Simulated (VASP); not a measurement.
**SnTe: relaxation of cell and atoms with PBEsol+D3(BJ)**

SnTe:

```xyz
2
Lattice="0.0000 3.6111 3.6111 3.6111 0.0000 3.6111 3.6111 3.6111 0.0000" Properties=species:S:1:pos:R:3 pbc="T T T"
Sn    0.0000    0.0000    0.0000
Te    1.8056    1.8056    1.8056
```

```yaml
Program: VASP 6.6.1
Task: relaxation of cell and atoms
Functional: PBEsol
Dispersion: D3(BJ)
Potentials_or_basis: VASP PAW PBE potentials, release 64 (Sn_d, Te)
Cutoff: 500 eV
k_mesh: 6 × 6 × 6
Occupations: gaussian, width 0.01 eV
Spin: no spin polarisation
Dipole_correction: no
Further_INCAR_settings: ALGO = Normal; EDIFF = 1e-07; IBRION = 2; EDIFFG = -0.01; NSW = 80; ISIF = 3
```

- Relaxed volume: 43.78 Å³/atom
- Relaxed cell: a = 4.984 Å, b = 4.984 Å, c = 4.984 Å, α = 60.00°, β = 60.00°, γ = 60.00°
- Space group after relaxing (to 0.1 Å): F-43m (No. 216)
- Energy gained by relaxing: 25.6 meV/atom
- Ionic steps: 4
- Pressure after relaxing: 0.0 GPa
- Band gap on the k mesh: 0.04 eV (least direct gap 0.67 eV)
- Dispersion energy per atom: -0.300 eV

The path:
| step | energy change (eV) | largest force (eV/Å) | pressure (GPa) | volume (Å³) |
| --- | --- | --- | --- | --- |
| 1 | 0.0000 | 0.0000 | -2.24 | 94.18 |
| 2 | -0.0469 | 0.0000 | 0.68 | 85.48 |
| 3 | -0.0512 | 0.0000 | 0.12 | 87.24 |
| 4 | -0.0513 | 0.0000 | -0.01 | 87.55 |

Final structure:
```
Sn Te
1.0
     0.00000    3.52433    3.52433
     3.52433    0.00000    3.52433
     3.52433    3.52433    0.00000
Sn Te
1 1
Direct
  0.00000 0.00000 0.00000
  0.25000 0.25000 0.25000
```

Levels at points of the mesh, in eV from the valence-band top:
| k point | band 6 | band 7 | band 8 | band 9 | band 10 | band 11 | band 12 | band 13 | band 14 |
| --- | --- | --- | --- | --- | --- | --- | --- | --- | --- |
| (0.00, 0.00, 0.00) | -11.83 | -4.90 | -1.99 | -1.99 | -1.99 | 1.04 | 1.04 | 1.04 | 4.07 |
| (0.50, 0.00, 0.00) | -11.19 | -7.11 | -2.58 | -2.58 | -2.05 | 1.89 | 1.89 | 3.77 | 5.62 |
| (0.50, 0.50, 0.00) | -10.92 | -7.51 | -3.31 | -3.31 | -0.63 | 0.04 | 4.26 | 4.26 | 5.55 |

Run time: 35 s on 1 thread of Intel(R) Xeon(R) 6975P-C (Granite Rapids), with other jobs on the host, peak memory 0.26 GiB.

Caveat: semilocal functionals underestimate gaps, and a narrow one can read as zero; the PAW data sets were made with another functional, which shifts forces and pressure a little; spin-orbit coupling is left out, which moves the levels of the heavy elements. A k mesh can miss the band edges.
